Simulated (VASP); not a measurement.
# Br (Fm-3m) in VASP: relaxation of cell and atoms with r2SCAN

Aim: the relaxation of cell and atoms of Br with r2SCAN.

Everything below comes from runs of VASP 6.6.1. Logs are shortened: lines on timing, memory, paths and dates and some standing lists are left out, and cuts for length are marked.

### 1 The cell of the first run

Symmetry: Fm-3m, No. 225, cubic system. Conventional cell: a = 4.710 Å, b = 4.710 Å, c = 4.710 Å, α = 90.00°, β = 90.00°, γ = 90.00°. Br (site symmetry m-3m) has 12 Br at 3.33 Å within 4.4 Å.

### 2 Relaxation of cell and atoms, r2SCAN

File POSCAR:

```
Br
1.0
    0.0000000000      2.3550000000      2.3550000000
    2.3550000000      0.0000000000      2.3550000000
    2.3550000000      2.3550000000      0.0000000000
Br
1
Direct
    0.0000000000      0.0000000000      0.0000000000
```

File INCAR.step1:

```
SYSTEM = Br
ALGO     = Normal         ! electronic algorithm
EDIFF    = 1E-5           ! SCF threshold, eV
EDIFFG   = -0.005         ! ionic threshold
ENCUT    = 550            ! plane-wave cutoff, eV
GGA      = PE             ! functional
GGA_COMPAT= .False.      
IBRION   = 2              ! ionic algorithm
ISIF     = 3              ! what is computed and relaxed
ISMEAR   = -1             ! smearing method
LASPH    = .True.         ! aspherical terms in the spheres
LCHARG   = .False.        ! write CHGCAR
LREAL    = .False.        ! projectors in reciprocal space
LWAVE    = .True.         ! write WAVECAR
NELM     = 120            ! most SCF steps
NELMIN   = 4            
NSW      = 100            ! ionic steps
PREC     = Accurate       ! precision mode
SIGMA    = 0.05           ! smearing width, eV
```

File INCAR.step2:

```
SYSTEM = Br
ALGO     = Normal         ! electronic algorithm
EDIFF    = 1E-7           ! SCF threshold, eV
EDIFFG   = -0.03          ! ionic threshold
ENCUT    = 550            ! plane-wave cutoff, eV
GGA_COMPAT= .False.      
IBRION   = 2              ! ionic algorithm
ISIF     = 3              ! what is computed and relaxed
ISMEAR   = -1             ! smearing method
ISTART   = 1            
LASPH    = .True.         ! aspherical terms in the spheres
LCHARG   = .False.        ! write CHGCAR
LMIXTAU  = .True.       
LREAL    = .False.        ! projectors in reciprocal space
LWAVE    = .False.        ! write WAVECAR
METAGGA  = R2SCAN         ! meta-GGA
NELM     = 120            ! most SCF steps
NELMIN   = 4            
NSW      = 60             ! ionic steps
PREC     = Accurate       ! precision mode
SIGMA    = 0.05           ! smearing width, eV
```

File KPOINTS:

```
k-points
0
Gamma
  9 9 9
  0 0 0
```

Potentials or basis: VASP PAW PBE potentials, release 64 (Br).

Launch:

```sh
$ cat potpaw_PBE.64/Br/POTCAR > POTCAR
$ cp INCAR.step1 INCAR
$ mpirun -np 1 vasp_std > vasp.out
$ cp INCAR.step2 INCAR
$ mpirun -np 1 vasp_std > vasp.out
```

OUTCAR:

```text
SYSTEM = Br
   EDIFF = 1E-7
   EDIFFG = -0.03
   ENCUT = 550
   IBRION = 2
   ISIF = 3
   ISMEAR = -1
   ISTART = 1
   LASPH = .True.
   LREAL = .False.
   METAGGA = R2SCAN
   NELM = 120
   NELMIN = 4
   NSW = 60
   PREC = Accurate

 ion  position               nearest neighbor table
   1  0.000  0.000  0.000-

  LATTYP: Found a face centered cubic cell.
 ALAT       =     4.7100000000

  Lattice vectors:

 A1 = (   0.0000000000,   2.3550000000,   2.3550000000)
 A2 = (   2.3550000000,   0.0000000000,   2.3550000000)
 A3 = (   2.3550000000,   2.3550000000,   0.0000000000)

Analysis of symmetry for initial positions (statically):
=====================================================================
 Subroutine PRICEL returns:
 Original cell was already a primitive cell.

 Routine SETGRP: Setting up the symmetry group for a
 face centered cubic supercell.

 Subroutine GETGRP returns: Found 48 space group operations
 (whereof 48 operations were pure point group operations)
 out of a pool of 48 trial point group operations.

The static configuration has the point symmetry O_h .

Analysis of symmetry for dynamics (positions and initial velocities):
=====================================================================
 Subroutine PRICEL returns:
 Original cell was already a primitive cell.

 Routine SETGRP: Setting up the symmetry group for a
 face centered cubic supercell.

 Subroutine GETGRP returns: Found 48 space group operations
 (whereof 48 operations were pure point group operations)
 out of a pool of 48 trial point group operations.

The dynamic configuration has the point symmetry O_h .

 Subroutine INISYM returns: Found 48 space group operations
 (whereof 48 operations are pure point group operations),
 and found     1 'primitive' translations

----------------------------------------------------------------------------------------

                                     Primitive cell

  volume of cell :      26.1218

  direct lattice vectors                    reciprocal lattice vectors
     0.000000000  2.355000000  2.355000000    -0.212314225  0.212314225  0.212314225
     2.355000000  0.000000000  2.355000000     0.212314225 -0.212314225  0.212314225
     2.355000000  2.355000000  0.000000000     0.212314225  0.212314225 -0.212314225

  length of vectors
     3.330472939  3.330472939  3.330472939     0.367739025  0.367739025  0.367739025

  position of ions in fractional coordinates (direct lattice)
     0.000000000  0.000000000  0.000000000

  ion indices of the primitive-cell ions
   primitive index   ion index
                 1           1

----------------------------------------------------------------------------------------

 KPOINTS: k-points

Automatic generation of k-mesh.
 Grid dimensions read from file:
 generate k-points for:    9    9    9

 Generating k-lattice:

  Cartesian coordinates                     Fractional coordinates (reciprocal lattice)
    -0.023590469  0.023590469  0.023590469     0.111111111  0.000000000  0.000000000
     0.023590469 -0.023590469  0.023590469     0.000000000  0.111111111  0.000000000
     0.023590469  0.023590469 -0.023590469     0.000000000  0.000000000  0.111111111

  Length of vectors
     0.040859892  0.040859892  0.040859892

  Shift w.r.t. Gamma in fractional coordinates (k-lattice)
     0.000000000  0.000000000  0.000000000

 Subroutine IBZKPT returns following result:
 ===========================================

 Found     35 irreducible k-points:

 Following reciprocal coordinates:
            Coordinates               Weight
  0.000000  0.000000  0.000000      1.000000
  0.111111  0.000000  0.000000      8.000000
  0.222222  0.000000  0.000000      8.000000
  0.333333  0.000000  0.000000      8.000000
  0.444444  0.000000  0.000000      8.000000
  0.111111  0.111111  0.000000      6.000000
[... 16 lines left out ...]
 -0.333333  0.333333  0.000000     12.000000
  0.444444  0.444444  0.000000      6.000000
 [... further k-points ...]
   k-points           NKPTS =     35   k-points in BZ     NKDIM =     35   number of bands    NBANDS=      7
   number of dos      NEDOS =    301   number of ions     NIONS =      1
   total plane-waves  NPLWV =  21952
   dimension x,y,z NGX =    28 NGY =   28 NGZ =   28
   dimension x,y,z NGXF=    56 NGYF=   56 NGZF=   56
   ions per type =               1
   NGX,Y,Z   is equivalent  to a cutoff of  13.98, 13.98, 13.98 a.u.
   NGXF,Y,Z  is equivalent  to a cutoff of  27.95, 27.95, 27.95 a.u.
 SYSTEM =  Br
   PREC   = accura    normal or accurate (medium, high low for compatibility)
   ISTART =      1    job   : 0-new  1-cont  2-samecut
   ICHARG =      0    charge: 1-file 2-atom 10-const
   ISPIN  =      1    spin polarized calculation?
   LNONCOLLINEAR =      F non collinear calculations
   LSORBIT =      F    spin-orbit coupling
   LASPH  =      T    aspherical Exc in radial PAW
   ENCUT  =  550.0 eV  40.42 Ry    6.36 a.u.   6.37  6.37  6.37*2*pi/ulx,y,z
   NELM   =    120;   NELMIN=  4; NELMDL=  0     # of ELM steps
   EDIFF  = 0.1E-06   stopping-criterion for ELM
   LREAL  =      F    real-space projection
   EDIFFG = -.3E-01   stopping-criterion for IOM
   NSW    =     60    number of steps for IOM
   IBRION =      2    ionic relax: 0-MD 1-quasi-New 2-CG
   NFREE  =      1    steps in history (QN), initial steepest desc. (CG)
   ISIF   =      3    stress and relaxation
   ISYM   =      2    0-nonsym 1-usesym 2-fastsym
   POTIM  = 0.5000    time-step for ionic-motion
   TEBEG  =    0.0;   TEEND  =   0.0 temperature during run
   PSTRESS=    0.0 pullay stress
   NELECT =       7.0000    total number of electrons
   NUPDOWN=      -1.0000    fix difference up-down
   EMIN   =  10.00;   EMAX   =-10.00  energy-range for DOS
   EFERMI =   0.00;   METHOD = LEGACY
   ISMEAR =    -1;   SIGMA  =   0.05  broadening in eV -4-tet -1-fermi 0-gaus
   EFERMI_NEDOS =   21; number of points for ismear=-14 and -15
   IALGO  =     38    algorithm
   IMIX   =      4    mixing-type and parameters
     AMIX     =   0.40;   BMIX     =  1.00
     AMIX_MAG =   1.60;   BMIX_MAG =  1.00
  volume/ion in A,a.u.               =      26.12       176.28
  Fermi-wavevector in a.u.,A,eV,Ry     =   1.055456  1.994522 15.156704  1.113986
  Thomas-Fermi vector in A             =   2.190654
   LORBIT       =      0    0 simple, 1 ext, 2 COOP (PROOUT), +10 PAW based schemes
   METAGGA = R2SCAN    functional components
   LHFCALC =     F    Hartree Fock is set to
   AEXX    =    0.0000 exact exchange contribution
   IVDW    =     0    specifies the selected vdW correction
   LEPSILON=     F    determine dielectric tensor
   LRPA    =     F    only Hartree local field effects (RPA)
 conjugate gradient relaxation of ions
 non-spin polarized calculation
  energy-cutoff  :      550.00
  volume of cell :       26.12
 maximum number of plane-waves:       778
 NGX is ok and might be reduce to    28
   NGX = 13   NGY = 13   NGZ = 13

 number of electron       7.0000000 magnetization

 Free energy of the ion-electron system (eV)
  ---------------------------------------------------
  ext. energy  EPLUGINS =         0.00000000
  ---------------------------------------------------
  free energy    TOTEN  =       -12.56413565 eV

  energy without entropy =      -12.54834252  energy(sigma->0) =      -12.55623909

 E-fermi :   1.2615     XC(G=0):  -9.7905

 val. band max:        1.2586673403   @ k =  -0.3333   0.2222   0.0000
 cond. band min:       1.2675599204   @ k =   0.4444   0.1111   0.0000
 fundamental gap:      0.0088925801
 Fermi energy:         1.2614976872

 k-point     1 :       0.0000    0.0000    0.0000
  band No.  band energies     occupation
      1     -14.6123      2.00000
      2       2.1541      0.00000
      3       2.1541      0.00000
      4       2.1541      0.00000
      5      10.3339      0.00000
      6      14.5833      0.00000
      7      14.5833      0.00000

 k-point     2 :       0.1111    0.0000    0.0000
  band No.  band energies     occupation
      1     -14.4735      2.00000
      2       1.2836      0.78209
      3       2.0652      0.00000
      4       2.0652      0.00000
      5      11.0316      0.00000
      6      14.0548      0.00000
      7      14.8638      0.00000

 k-point     3 :       0.2222    0.0000    0.0000
  band No.  band energies     occupation
      1     -14.0925      2.00000
      2      -0.5032      2.00000
      3       1.8544      0.00001
      4       1.8544      0.00001
      5      11.4057      0.00000
      6      14.6113      0.00000
      7      15.0261      0.00000

 k-point     4 :       0.3333    0.0000    0.0000
  band No.  band energies     occupation
      1     -13.5927      2.00000
      2      -2.2119      2.00000
      3       1.6355      0.00113
      4       1.6355      0.00113
      5      10.8781      0.00000
      6      14.4328      0.00000
      7      14.4328      0.00000

 k-point     5 :       0.4444    0.0000    0.0000
  band No.  band energies     occupation
      1     -13.2124      2.00000
      2      -3.2553      2.00000
      3       1.5027      0.01595
      4       1.5027      0.01595
      5      10.5230      0.00000
      6      13.9733      0.00000
      7      13.9733      0.00000
[... 161 lines left out ...]
 k-point    22 :      -0.4444    0.3333    0.0000
  band No.  band energies     occupation
      1     -12.7255      2.00000
      2      -2.4293      2.00000
      3      -1.0113      2.00000
      4       0.5060      2.00000
      5       9.6616      0.00000
      6      12.2475      0.00000
      7      17.4957      0.00000

 k-point    23 :      -0.3333    0.3333    0.0000
  band No.  band energies     occupation
      1     -12.7738      2.00000
      2      -1.9431      2.00000
      3      -1.7795      2.00000
      4       0.8279      1.99966
      5      10.3573      0.00000
      6      14.1496      0.00000
      7      16.1571      0.00000

 k-point    24 :       0.4444    0.4444    0.0000
  band No.  band energies     occupation
      1     -12.7327      2.00000
      2      -2.7578      2.00000
      3       0.1822      2.00000
      4       0.1822      2.00000
      5       8.6560      0.00000
      6       9.8583      0.00000
      7      20.9522      0.00000

 [... further k-points ...]

------------------------ aborting loop because EDIFF is reached ----------------------------------------

  FORCE on cell =-STRESS in cart. coord.  units (eV):
  Direction    XX          YY          ZZ          XY          YZ          ZX
  --------------------------------------------------------------------------------------
  -------------------------------------------------------------------------------------
  Total       -0.0253989     -0.0253989     -0.0253989     -0.0000000      0.0000000      0.0000000
  in kB       -1.5578412     -1.5578412     -1.5578412     -0.0000000      0.0000000      0.0000000
  external PRESSURE =      -1.5578412 kB  Pullay stress =       0.0000000 kB

 VOLUME and BASIS-vectors are now :
 -----------------------------------------------------------------------------
  energy-cutoff  :      550.00
  volume of cell :       26.12
      direct lattice vectors                 reciprocal lattice vectors
     0.000000000  2.355000000  2.355000000    -0.212314225  0.212314225  0.212314225
     2.355000000  0.000000000  2.355000000     0.212314225 -0.212314225  0.212314225
     2.355000000  2.355000000  0.000000000     0.212314225  0.212314225 -0.212314225

 POSITION                                       TOTAL-FORCE (eV/Angst)
 -----------------------------------------------------------------------------------
      0.00000      0.00000      0.00000         0.000000     -0.000000      0.000000
 -----------------------------------------------------------------------------------
    total drift:                               -0.000000      0.000000     -0.000000

  FREE ENERGIE OF THE ION-ELECTRON SYSTEM (eV)
  ---------------------------------------------------
  free  energy   TOTEN  =       -12.5641356513 eV

  energy  without entropy=      -12.5483425209  energy(sigma->0) =      -12.55623909

 reached required accuracy - stopping structural energy minimisation
```

Wall time 57 s (1 thread of AMD EPYC 7R43 (Zen 3), shared host); peak memory 0.12 GiB.

Results:

| Property | Result |
| --- | --- |
| Free energy | -12.5641 eV |
| Pressure after relaxing | -0.2 GPa |
| Band gap on the k mesh | zero (an odd number of electrons rules out a gap without spin polarisation) |

Final structure:
```yaml
crystal:
  lattice:
    - [0.00000, 2.35500, 2.35500]
    - [2.35500, 0.00000, 2.35500]
    - [2.35500, 2.35500, 0.00000]
  atoms:
    - { symbol: Br, position: [0.00000, 0.00000, 0.00000] }
```

Levels at points of the mesh, in eV from the Fermi level:
```tsv
k point	band 2	band 3	band 4	band 5	band 6	band 7
(0.00, 0.00, 0.00)	0.89	0.89	0.89	9.07	13.32	13.32
```

Caveat: the PAW data sets were made with another functional, which shifts forces and pressure a little; an odd number of electrons without spin polarisation forces a metal; a magnetic or distorted state may lie lower.
